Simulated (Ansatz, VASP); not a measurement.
**BN in VASP and in Ansatz**

```
B N
1.0
     0.00000    1.71897    1.71897
     1.71897    0.00000    1.71897
     1.71897    1.71897    0.00000
B N
1 1
Direct
  0.00000 0.00000 0.00000
  0.25000 0.25000 0.25000
```

Alike in both runs: task single point; functional LDA; k mesh 10 × 10 × 10; no spin polarisation.

```csv
,VASP,Ansatz
version,VASP 6.6.1,Ansatz 0.2.0
potentials or method,"VASP PAW LDA potentials, release 64 (B, N), cutoff 600 eV","scalar-relativistic, plane waves, PAW"
occupations,"gaussian, width 0.01 eV",fixed
valence electrons in the cell,8,8
```

```csv
,VASP,Ansatz,Ansatz less VASP
gap on the k mesh at the Fermi level (eV),4.51,4.53,+0.022
least direct gap on the mesh (eV),9.40,9.41,+0.016
```

LDA's correlation is that of Perdew and Zunger in VASP and of Perdew and Wang (1992) in Ansatz.
